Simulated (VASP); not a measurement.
# Si (Im-3m) in VASP: relaxation of cell and atoms with PBE

Aim: the relaxation of cell and atoms of Si with PBE.

Program: VASP 6.6.1. These are calculated values, not measurements. Logs are shortened: lines on timing, memory, paths and dates and some standing lists are left out, and cuts for length are marked.

## 1. The cell of the first run

The structure is cubic, space group Im-3m (No. 229). The conventional cell has a = 2.321 Å, b = 2.321 Å, c = 2.321 Å, α = 90.00°, β = 90.00°, γ = 90.00°. Within 2.7 Å of Si (site symmetry m-3m) lie 14 Si at 2.01 to 2.32 Å.

This isn't the form of Si at room conditions, which is diamond.

## 2. Relaxation of cell and atoms, PBE, target pressure 460 GPa, at which the enthalpy is minimised

The input, INCAR:

```
SYSTEM = Si
ALGO = Normal
EDIFF = 1E-6
EDIFFG = -0.005
ENCUT = 600
GGA = PE
IBRION = 2
ISIF = 3
ISMEAR = -1
LASPH = .True.
LCHARG = .False.
LREAL = .False.
LWAVE = .False.
NELM = 80
NSW = 32
PREC = Accurate
PSTRESS = 4600.0
SIGMA = 0.08
```

The input, KPOINTS:

```
k-points
0
Gamma
  22 22 22
  0 0 0
```

The input, POSCAR:

```
Si
1.0
   -1.1606712252      1.1606712252      1.1606712252
    1.1606712252     -1.1606712252      1.1606712252
    1.1606712252      1.1606712252     -1.1606712252
Si
1
Direct
    0.0000000000      0.0000000000      0.0000000000
```

Potentials or basis: VASP PAW PBE potentials, release 64 (Si).

On the command line:

```
$ cat potpaw_PBE.64/Si/POTCAR > POTCAR
$ mpirun -np 1 vasp_std > vasp.out
```

OUTCAR:

```text
SYSTEM = Si
   EDIFF = 1E-6
   EDIFFG = -0.005
   ENCUT = 600
   GGA = PE
   IBRION = 2
   ISIF = 3
   ISMEAR = -1
   LASPH = .True.
   LREAL = .False.
   NELM = 80
   NSW = 32
   PREC = Accurate
   PSTRESS = 4600.0

 ion  position               nearest neighbor table
   1  0.000  0.000  0.000-

  LATTYP: Found a body centered cubic cell.
 ALAT       =     2.3213424504

  Lattice vectors:

 A1 = (  -1.1606712252,   1.1606712252,   1.1606712252)
 A2 = (   1.1606712252,  -1.1606712252,   1.1606712252)
 A3 = (   1.1606712252,   1.1606712252,  -1.1606712252)

Analysis of symmetry for initial positions (statically):
=====================================================================
 Subroutine PRICEL returns:
 Original cell was already a primitive cell.

 Routine SETGRP: Setting up the symmetry group for a
 body centered cubic supercell.

 Subroutine GETGRP returns: Found 48 space group operations
 (whereof 48 operations were pure point group operations)
 out of a pool of 48 trial point group operations.

The static configuration has the point symmetry O_h .

Analysis of symmetry for dynamics (positions and initial velocities):
=====================================================================
 Subroutine PRICEL returns:
 Original cell was already a primitive cell.

 Routine SETGRP: Setting up the symmetry group for a
 body centered cubic supercell.

 Subroutine GETGRP returns: Found 48 space group operations
 (whereof 48 operations were pure point group operations)
 out of a pool of 48 trial point group operations.

The dynamic configuration has the point symmetry O_h .

 Subroutine INISYM returns: Found 48 space group operations
 (whereof 48 operations are pure point group operations),
 and found     1 'primitive' translations

----------------------------------------------------------------------------------------

                                     Primitive cell

  volume of cell :       6.2544

  direct lattice vectors                    reciprocal lattice vectors
    -1.160671225  1.160671225  1.160671225     0.000000000  0.430785212  0.430785212
     1.160671225 -1.160671225  1.160671225     0.430785212  0.000000000  0.430785212
     1.160671225  1.160671225 -1.160671225     0.430785212  0.430785212  0.000000000
[... 88 lines left out ...]
   ISIF   =      3    stress and relaxation
   ISYM   =      2    0-nonsym 1-usesym 2-fastsym
   POTIM  = 0.5000    time-step for ionic-motion
   TEBEG  =    0.0;   TEEND  =   0.0 temperature during run
   PSTRESS= 4600.0 pullay stress
   NELECT =       4.0000    total number of electrons
   NUPDOWN=      -1.0000    fix difference up-down
   EMIN   =  10.00;   EMAX   =-10.00  energy-range for DOS
   EFERMI =   0.00;   METHOD = LEGACY
   ISMEAR =    -1;   SIGMA  =   0.08  broadening in eV -4-tet -1-fermi 0-gaus
   EFERMI_NEDOS =   21; number of points for ismear=-14 and -15
   IALGO  =     38    algorithm
   IMIX   =      4    mixing-type and parameters
     AMIX     =   0.40;   BMIX     =  1.00
     AMIX_MAG =   1.60;   BMIX_MAG =  1.00
  volume/ion in A,a.u.               =       6.25        42.21
  Fermi-wavevector in a.u.,A,eV,Ry     =   1.410476  2.665413 27.067998  1.989442
  Thomas-Fermi vector in A             =   2.532426
   LORBIT       =      0    0 simple, 1 ext, 2 COOP (PROOUT), +10 PAW based schemes
   GGA     = PE    functional components
   LHFCALC =     F    Hartree Fock is set to
   AEXX    =    0.0000 exact exchange contribution
   IVDW    =     0    specifies the selected vdW correction
   LEPSILON=     F    determine dielectric tensor
   LRPA    =     F    only Hartree local field effects (RPA)
 conjugate gradient relaxation of ions
 non-spin polarized calculation
  energy-cutoff  :      600.00
  volume of cell :        6.25
 maximum number of plane-waves:       236
   NGX =  7   NGY =  7   NGZ =  7

--------------------------------------- Ionic step        1  -------------------------------------------

 number of electron       3.9999999 magnetization

 Free energy of the ion-electron system (eV)
  ---------------------------------------------------
  ext. energy  EPLUGINS =         0.00000000
  ---------------------------------------------------
  free energy    TOTEN  =         0.89943330 eV

  energy without entropy =        0.90495919  energy(sigma->0) =        0.90219624

------------------------ aborting loop because EDIFF is reached ----------------------------------------

  FORCE on cell =-STRESS in cart. coord.  units (eV):
  Direction    XX          YY          ZZ          XY          YZ          ZX
  --------------------------------------------------------------------------------------
  -------------------------------------------------------------------------------------
  Total       17.8669839     17.8669839     17.8669839     -0.0000000      0.0000000     -0.0000000
  in kB     4576.9290888   4576.9290888   4576.9290888     -0.0000000      0.0000000     -0.0000000
  external PRESSURE =     -23.0709112 kB  Pullay stress =    4600.0000000 kB
[... 61 lines left out ...]
--------------------------------------- Ionic step        3  -------------------------------------------

 number of electron       3.9999999 magnetization

 Free energy of the ion-electron system (eV)
  ---------------------------------------------------
  ext. energy  EPLUGINS =         0.00000000
  ---------------------------------------------------
  free energy    TOTEN  =         0.92804624 eV

  energy without entropy =        0.93356871  energy(sigma->0) =        0.93080748

 E-fermi :  25.4085     XC(G=0): -14.9741

 val. band max:       25.4057287400   @ k =   0.1818   0.1818   0.0455
 cond. band min:      25.4428119829   @ k =   0.5000   0.5000   0.5000
 fundamental gap:      0.0370832429
 Fermi energy:        25.4085331682

 k-point     1 :       0.0000    0.0000    0.0000
  band No.  band energies     occupation
      1       1.1963      2.00000
      2      42.6621      0.00000
      3      42.6621      0.00000
      4      42.6621      0.00000
      5      48.7520      0.00000
      6      48.7520      0.00000
[... 199 lines left out ...]
 k-point    24 :       0.1364    0.0909    0.0000
  band No.  band energies     occupation
      1       3.2611      2.00000
      2      33.1225      0.00000
      3      35.5887      0.00000
      4      40.7132      0.00000
      5      44.4525      0.00000
      6      47.6988      0.00000

 [... further k-points ...]

------------------------ aborting loop because EDIFF is reached ----------------------------------------

  FORCE on cell =-STRESS in cart. coord.  units (eV):
  Direction    XX          YY          ZZ          XY          YZ          ZX
  --------------------------------------------------------------------------------------
  -------------------------------------------------------------------------------------
  Total       17.9291788     17.9291788     17.9291788      0.0000000      0.0000000      0.0000000
  in kB     4600.2104922   4600.2104922   4600.2104922      0.0000000      0.0000000      0.0000000
  external PRESSURE =       0.2104922 kB  Pullay stress =    4600.0000000 kB
[... 20 lines left out ...]
  energy  without entropy=        0.9335687137  energy(sigma->0) =        0.93080748

  enthalpy is  TOTEN    =        18.8564046975 eV   P V=       17.9283584609

 reached required accuracy - stopping structural energy minimisation
```

OSZICAR:

```text
N       E                     dE             d eps       ncg     rms          rms(c)
DAV:   1     0.458388059047E+01    0.45839E+01   -0.25856E+03  5070   0.635E+02
DAV:   2     0.717639242543E+00   -0.38662E+01   -0.35906E+01  5838   0.542E+01
DAV:   3     0.703174572041E+00   -0.14465E-01   -0.14446E-01  4584   0.339E+00
DAV:   4     0.703169519690E+00   -0.50524E-05   -0.50527E-05  5910   0.631E-02
[... 13 lines left out ...]
       N       E                     dE             d eps       ncg     rms          rms(c)
DAV:   1     0.927897680057E+00   -0.20822E+00   -0.75001E-03  4404   0.614E-01    0.280E-01
DAV:   2     0.927985940318E+00    0.88260E-04   -0.31174E-05  5196   0.681E-02    0.163E-01
DAV:   3     0.928046276461E+00    0.60336E-04   -0.11645E-05  4554   0.306E-02    0.222E-02
DAV:   4     0.928046236644E+00   -0.39817E-07   -0.16797E-08  3018   0.164E-03
   3 F= 0.18856405E+02 E0= 0.18859166E+02  d E =-.745512E-04
```

CONTCAR:

```text
Si
   1.00000000000000
    -1.1600528145349434    1.1600528145349434    1.1600528145349434
     1.1600528145349434   -1.1600528145349434    1.1600528145349434
     1.1600528145349434    1.1600528145349434   -1.1600528145349434
  Si
     1
Direct
     0.0000000000000000    0.0000000000000000    0.0000000000000000

  0.00000000E+00  0.00000000E+00  0.00000000E+00
```

Run time: 7 s. Hardware: 1 thread of AMD EPYC 9R45 (Zen 5), shared host; peak memory 0.09 GiB.

Results:

* Free energy: 0.9280 eV
* Relaxed volume: 6.24 Å³/atom
* Relaxed cell: a = 2.009 Å, b = 2.009 Å, c = 2.009 Å, α = 109.47°, β = 109.47°, γ = 109.47°
* Space group after relaxing (to 0.1 Å): Im-3m (No. 229)
* Energy change on relaxing (the run minimises the enthalpy): +28.6 meV/atom
* Ionic steps: 3
* Pressure after relaxing: 460.0 GPa
* Band gap on the k mesh: zero (bands 2 and 3 overlap by 23.29 eV)

Step by step:
```tsv
step	energy change (eV)	largest force (eV/Å)	pressure (GPa)	volume (Å³)
1	0.0000	0.0000	457.69	6.25
2	0.2367	0.0000	476.91	6.17
3	0.0286	0.0000	460.02	6.24
```

Final structure:
```
Si
1.0
    -1.16005    1.16005    1.16005
     1.16005   -1.16005    1.16005
     1.16005    1.16005   -1.16005
Si
1
Direct
  0.00000 0.00000 0.00000
```

Caveat: the cell is relaxed towards a set pressure, so the run minimises the enthalpy, not the energy.
